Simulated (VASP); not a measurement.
# Nb2SiN (P6/mmm) in VASP: notebook

Nb2SiN is run at these levels: PBE; tasks: relaxation of cell and atoms, single point.

Everything below comes from runs of VASP 6.6.1. Logs are shortened: lines on timing, memory, paths and dates and some standing lists are left out, and cuts for length are marked.

## 1. The cell of the first run

It takes space group P6/mmm (No. 191, hexagonal). The conventional cell has a = 2.955 Å, b = 2.955 Å, c = 9.209 Å, α = 90.00°, β = 90.00°, γ = 120.00°. Within 2.5 Å of Nb (site symmetry 6mm) lie 1 N at 1.86 Å. Within 3.6 Å of Si (site symmetry 6/mmm) lie 2 Nb at 2.75 Å and 6 Si at 2.96 Å. Within 2.5 Å of N (site symmetry 6/mmm) lie 2 Nb at 1.86 Å.

## 2. Relaxation of cell and atoms, PBE

File INCAR:

```
PREC = Accurate
ENCUT = 600
EDIFF = 1E-7
ISMEAR = 0
SIGMA = 0.1
LREAL = F
LASPH = T
NELM = 100
ALGO = Normal
ISIF = 3
LWAVE = F
LCHARG = F
GGA = PE
IBRION = 2
NSW = 100
EDIFFG = -0.01
```

File KPOINTS:

```
regular mesh
0
Gamma
  18 18 6
```

File POSCAR:

```
Nb2SiN
1.0
    2.9550010905      0.0000000000      0.0000000000
   -1.4775005453      2.5591060126      0.0000000000
    0.0000000000      0.0000000000      9.2091839692
Nb Si N
2 1 1
Direct
    0.0000000000      0.0000000000      0.7982949654
    0.0000000000      0.0000000000      0.2017050346
    0.0000000000      0.0000000000      0.5000000000
    0.0000000000      0.0000000000      0.0000000000
```

Potentials or basis: VASP PAW PBE potentials, release 64 (Nb_sv, Si, N).

Launch:

```console
$ cat potpaw_PBE.64/Nb_sv/POTCAR potpaw_PBE.64/Si/POTCAR potpaw_PBE.64/N/POTCAR > POTCAR
$ mpirun -np 1 vasp_std > vasp.out
```

OUTCAR:

```text
PREC = Accurate
   ENCUT = 600
   EDIFF = 1E-7
   ISMEAR = 0
   LREAL = F
   LASPH = T
   NELM = 100
   ISIF = 3
   GGA = PE
   IBRION = 2
   NSW = 100
   EDIFFG = -0.01

 ion  position               nearest neighbor table
   1  0.000  0.000  0.798-   4 1.86   3 2.75
   2  0.000  0.000  0.202-   4 1.86   3 2.75
   3  0.000  0.000  0.500-   1 2.75   2 2.75
   4  0.000  0.000  0.000-   1 1.86   2 1.86

  LATTYP: Found a hexagonal cell.
 ALAT       =     2.9550010905
 C/A-ratio  =     3.1164739664

  Lattice vectors:

 A1 = (   2.9550010905,   0.0000000000,   0.0000000000)
 A2 = (  -1.4775005453,   2.5591060126,   0.0000000000)
 A3 = (   0.0000000000,   0.0000000000,   9.2091839692)

Analysis of symmetry for initial positions (statically):
=====================================================================
 Subroutine PRICEL returns:
 Original cell was already a primitive cell.

 Routine SETGRP: Setting up the symmetry group for a
 hexagonal supercell.

 Subroutine GETGRP returns: Found 24 space group operations
 (whereof 24 operations were pure point group operations)
 out of a pool of 24 trial point group operations.

The static configuration has the point symmetry D_6h.

Analysis of symmetry for dynamics (positions and initial velocities):
=====================================================================
 Subroutine PRICEL returns:
 Original cell was already a primitive cell.

 Routine SETGRP: Setting up the symmetry group for a
 hexagonal supercell.

 Subroutine GETGRP returns: Found 24 space group operations
 (whereof 24 operations were pure point group operations)
 out of a pool of 24 trial point group operations.

The dynamic configuration has the point symmetry D_6h.

 Subroutine INISYM returns: Found 24 space group operations
 (whereof 24 operations are pure point group operations),
 and found     1 'primitive' translations

----------------------------------------------------------------------------------------

                                     Primitive cell

  volume of cell :      69.6413

  direct lattice vectors                    reciprocal lattice vectors
     2.955001091  0.000000000  0.000000000     0.338409351  0.195380730  0.000000000
    -1.477500545  2.559106013  0.000000000     0.000000000  0.390761459  0.000000000
     0.000000000  0.000000000  9.209183969     0.000000000  0.000000000  0.108587254

  length of vectors
     2.955001091  2.955001091  9.209183969     0.390761459  0.390761459  0.108587254

  position of ions in fractional coordinates (direct lattice)
     0.000000000  0.000000000  0.798294965
     0.000000000  0.000000000  0.201705035
     0.000000000  0.000000000  0.500000000
     0.000000000  0.000000000  0.000000000

  ion indices of the primitive-cell ions
   primitive index   ion index
                 1           1
                 2           2
                 3           3
                 4           4

----------------------------------------------------------------------------------------

 KPOINTS: regular mesh

Automatic generation of k-mesh.
 Grid dimensions read from file:
 generate k-points for:   18   18    6

 Generating k-lattice:

  Cartesian coordinates                     Fractional coordinates (reciprocal lattice)
     0.018800519  0.010854485  0.000000000     0.055555556  0.000000000  0.000000000
     0.000000000  0.021708970  0.000000000     0.000000000  0.055555556  0.000000000
     0.000000000  0.000000000  0.018097876     0.000000000  0.000000000  0.166666667

  Length of vectors
     0.021708970  0.021708970  0.018097876

  Shift w.r.t. Gamma in fractional coordinates (k-lattice)
     0.000000000  0.000000000  0.000000000

 Subroutine IBZKPT returns following result:
 ===========================================

 Found    148 irreducible k-points:

 Following reciprocal coordinates:
            Coordinates               Weight
  0.000000  0.000000  0.000000      1.000000
  0.055556  0.000000  0.000000      6.000000
  0.111111  0.000000  0.000000      6.000000
  0.166667  0.000000  0.000000      6.000000
  0.222222  0.000000  0.000000      6.000000
  0.277778  0.000000  0.000000      6.000000
[... 16 lines left out ...]
  0.333333  0.111111  0.000000     12.000000
  0.388889  0.111111  0.000000     12.000000
 [... further k-points ...]
   k-points           NKPTS =    148   k-points in BZ     NKDIM =    148   number of bands    NBANDS=     21
   number of dos      NEDOS =    301   number of ions     NIONS =      4
   total plane-waves  NPLWV =  46080
   dimension x,y,z NGX =    24 NGY =   24 NGZ =   80
   dimension x,y,z NGXF=    48 NGYF=   48 NGZF=  160
   ions per type =               2   1   1
   NGX,Y,Z   is equivalent  to a cutoff of  13.50, 13.50, 14.44 a.u.
   NGXF,Y,Z  is equivalent  to a cutoff of  27.00, 27.00, 28.88 a.u.
 SYSTEM =  unknown system
   PREC   = accura    normal or accurate (medium, high low for compatibility)
   ISTART =      0    job   : 0-new  1-cont  2-samecut
   ICHARG =      2    charge: 1-file 2-atom 10-const
   ISPIN  =      1    spin polarized calculation?
   LNONCOLLINEAR =      F non collinear calculations
   LSORBIT =      F    spin-orbit coupling
   LASPH  =      T    aspherical Exc in radial PAW
   ENCUT  =  600.0 eV  44.10 Ry    6.64 a.u.   5.90  5.90 18.39*2*pi/ulx,y,z
   NELM   =    100;   NELMIN=  2; NELMDL= -5     # of ELM steps
   EDIFF  = 0.1E-06   stopping-criterion for ELM
   LREAL  =      F    real-space projection
   EDIFFG = -.1E-01   stopping-criterion for IOM
   NSW    =    100    number of steps for IOM
   IBRION =      2    ionic relax: 0-MD 1-quasi-New 2-CG
   NFREE  =      1    steps in history (QN), initial steepest desc. (CG)
   ISIF   =      3    stress and relaxation
   ISYM   =      2    0-nonsym 1-usesym 2-fastsym
   POTIM  = 0.5000    time-step for ionic-motion
   TEBEG  =    0.0;   TEEND  =   0.0 temperature during run
   PSTRESS=    0.0 pullay stress
   NELECT =      35.0000    total number of electrons
   NUPDOWN=      -1.0000    fix difference up-down
   EMIN   =  10.00;   EMAX   =-10.00  energy-range for DOS
   EFERMI =   0.00;   METHOD = LEGACY
   ISMEAR =     0;   SIGMA  =   0.10  broadening in eV -4-tet -1-fermi 0-gaus
   EFERMI_NEDOS =   21; number of points for ismear=-14 and -15
   IALGO  =     38    algorithm
   IMIX   =      4    mixing-type and parameters
     AMIX     =   0.40;   BMIX     =  1.00
     AMIX_MAG =   1.60;   BMIX_MAG =  1.00
  volume/ion in A,a.u.               =      17.41       117.49
  Fermi-wavevector in a.u.,A,eV,Ry     =   1.301593  2.459654 23.050228  1.694144
  Thomas-Fermi vector in A             =   2.432716
   LORBIT       =      0    0 simple, 1 ext, 2 COOP (PROOUT), +10 PAW based schemes
   GGA     = PE    functional components
   LHFCALC =     F    Hartree Fock is set to
   AEXX    =    0.0000 exact exchange contribution
   IVDW    =     0    specifies the selected vdW correction
   LEPSILON=     F    determine dielectric tensor
   LRPA    =     F    only Hartree local field effects (RPA)
 conjugate gradient relaxation of ions
 non-spin polarized calculation
 Gauss-broadening in eV      SIGMA  =   0.10
  energy-cutoff  :      600.00
  volume of cell :       69.64
 maximum number of plane-waves:      2344
 NGX is ok and might be reduce to    24
   NGX = 11   NGY = 11   NGZ = 37

--------------------------------------- Ionic step        1  -------------------------------------------

 number of electron      35.0000002 magnetization

 Free energy of the ion-electron system (eV)
  ---------------------------------------------------
  ext. energy  EPLUGINS =         0.00000000
  ---------------------------------------------------
  free energy    TOTEN  =       -32.00640170 eV

  energy without entropy =      -31.99113088  energy(sigma->0) =      -31.99876629

------------------------ aborting loop because EDIFF is reached ----------------------------------------

  FORCE on cell =-STRESS in cart. coord.  units (eV):
  Direction    XX          YY          ZZ          XY          YZ          ZX
  --------------------------------------------------------------------------------------
  -------------------------------------------------------------------------------------
  Total        0.4488665      0.4488665     -0.8375596     -0.0000000     -0.0000000      0.0000000
  in kB       10.3266791     10.3266791    -19.2690028     -0.0000000     -0.0000000      0.0000000
  external PRESSURE =       0.4614518 kB  Pullay stress =       0.0000000 kB

 VOLUME and BASIS-vectors are now :
 -----------------------------------------------------------------------------
  energy-cutoff  :      600.00
  volume of cell :       69.64
      direct lattice vectors                 reciprocal lattice vectors
     2.955001091  0.000000000  0.000000000     0.338409351  0.195380730  0.000000000
    -1.477500545  2.559106013  0.000000000     0.000000000  0.390761459  0.000000000
     0.000000000  0.000000000  9.209183969     0.000000000  0.000000000  0.108587254
[... 191 lines left out ...]
 POSITION                                       TOTAL-FORCE (eV/Angst)
 -----------------------------------------------------------------------------------
      2.97286     -0.00000      7.27729         0.000000     -0.000000     -0.021941
     -1.48643      2.57457      1.85856        -0.000000      0.000000      0.021941
     -1.48643      2.57457      4.56793        -0.000000      0.000000      0.000000
     -1.48643      2.57457      9.13585        -0.000000      0.000000      0.000000
 -----------------------------------------------------------------------------------
    total drift:                                0.000000      0.000000      0.000000

  FREE ENERGIE OF THE ION-ELECTRON SYSTEM (eV)
  ---------------------------------------------------
  free  energy   TOTEN  =       -32.0139899127 eV

  energy  without entropy=      -31.9985169826  energy(sigma->0) =      -32.00625345

--------------------------------------- Ionic step        7  -------------------------------------------

 number of electron      35.0000001 magnetization

 Free energy of the ion-electron system (eV)
  ---------------------------------------------------
  ext. energy  EPLUGINS =         0.00000000
  ---------------------------------------------------
  free energy    TOTEN  =       -32.01411346 eV

  energy without entropy =      -31.99869460  energy(sigma->0) =      -32.00640403

 E-fermi :   7.8654     XC(G=0): -11.0694

 val. band max:        7.8555558411   @ k =   0.2222   0.1667   0.3333
 cond. band min:       7.8715235293   @ k =   0.3889   0.1667   0.5000
 fundamental gap:      0.0159676882
 Fermi energy:         7.8654436687

 k-point     1 :       0.0000    0.0000    0.0000
  band No.  band energies     occupation
      1     -46.9724      2.00000
      2     -46.9695      2.00000
      3     -23.4086      2.00000
      4     -23.2979      2.00000
      5     -22.4897      2.00000
      6     -22.4897      2.00000
[... 13 lines left out ...]
     20       8.3980      0.00000
     21      10.3605      0.00000
[... 529 lines left out ...]
 k-point    24 :       0.3889    0.1111    0.0000
  band No.  band energies     occupation
      1     -46.8392      2.00000
      2     -46.8366      2.00000
      3     -23.3587      2.00000
      4     -23.3499      2.00000
      5     -23.2552      2.00000
      6     -23.1598      2.00000
[... 13 lines left out ...]
     20       9.5096      0.00000
     21       9.7908      0.00000

 [... further k-points ...]
[... 5 lines left out ...]
  --------------------------------------------------------------------------------------
  -------------------------------------------------------------------------------------
  Total        0.0014209      0.0014209     -0.0391551     -0.0000000      0.0000000     -0.0000000
  in kB        0.0326236      0.0326236     -0.8990147     -0.0000000      0.0000000     -0.0000000
  external PRESSURE =      -0.2779225 kB  Pullay stress =       0.0000000 kB

 VOLUME and BASIS-vectors are now :
 -----------------------------------------------------------------------------
  energy-cutoff  :      600.00
  volume of cell :       69.78
      direct lattice vectors                 reciprocal lattice vectors
     2.970991213 -0.000000000  0.000000000     0.336588003  0.194329174  0.000000000
    -1.485495606  2.572953865  0.000000000     0.000000000  0.388658349 -0.000000000
    -0.000000000  0.000000000  9.128488726    -0.000000000 -0.000000000  0.109547158

 POSITION                                       TOTAL-FORCE (eV/Angst)
 -----------------------------------------------------------------------------------
     -0.00000      0.00000      7.26932        -0.000000      0.000000      0.007101
     -0.00000      0.00000      1.85917         0.000000     -0.000000     -0.007101
     -0.00000      0.00000      4.56424        -0.000000      0.000000      0.000000
      0.00000     -0.00000      0.00000        -0.000000      0.000000      0.000000
 -----------------------------------------------------------------------------------
    total drift:                               -0.000000      0.000000     -0.000000

  FREE ENERGIE OF THE ION-ELECTRON SYSTEM (eV)
  ---------------------------------------------------
  free  energy   TOTEN  =       -32.0141134564 eV

  energy  without entropy=      -31.9986945975  energy(sigma->0) =      -32.00640403

 reached required accuracy - stopping structural energy minimisation
```

It took 11 min on 1 thread of Intel Xeon Platinum 8559C (Emerald Rapids), shared host; peak memory 0.41 GiB.

Results:

```yaml
Free_energy: -32.0141 eV
Relaxed_volume: 17.45 Å³/atom
Relaxed_cell: a = 2.971 Å, b = 2.971 Å, c = 9.128 Å, α = 90.00°, β = 90.00°, γ = 120.00°
Space_group_after_relaxing_to_0.05_Å: P6/mmm (No. 191)
Energy_gained_by_relaxing: 1.9 meV/atom
Ionic_steps: 7
Pressure_after_relaxing: 0.0 GPa
Largest_force_after_relaxing: 0.007 eV/Å
```

Forces in eV/Å, atoms in the order of the input:
```
Nb   0.000  0.000  0.007
Nb   0.000  0.000 -0.007
Si   0.000  0.000  0.000
N    0.000  0.000  0.000
```

Stress tensor (GPa, compression positive):
```
 0.00  0.00  0.00
 0.00  0.00  0.00
 0.00  0.00 -0.09
```

The path:
```csv
step,energy change (eV),largest force (eV/Å),pressure (GPa),volume (Å³)
1,0.0000,0.0746,0.05,69.64
2,0.0008,0.5279,1.32,69.69
3,-0.0033,0.2874,0.63,69.66
4,-0.0069,0.0764,-0.34,70.12
5,-0.0069,0.0648,-0.39,70.14
6,-0.0076,0.0219,-0.18,69.92
7,-0.0077,0.0071,-0.03,69.78
```

Final structure:
```cif
data_structure
_symmetry_space_group_name_H-M 'P 1'
_symmetry_Int_Tables_number 1
_cell_length_a 2.9710
_cell_length_b 2.9710
_cell_length_c 9.1285
_cell_angle_alpha 90.000
_cell_angle_beta 90.000
_cell_angle_gamma 120.000
_cell_volume 69.78
loop_
_atom_site_label
_atom_site_type_symbol
_atom_site_fract_x
_atom_site_fract_y
_atom_site_fract_z
_atom_site_occupancy
Nb1 Nb 0.00000 0.00000 0.79633 1
Nb2 Nb 0.00000 0.00000 0.20367 1
Si1 Si 0.00000 0.00000 0.50000 1
N1 N 0.00000 0.00000 0.00000 1
```

[end of part 1 of 3]
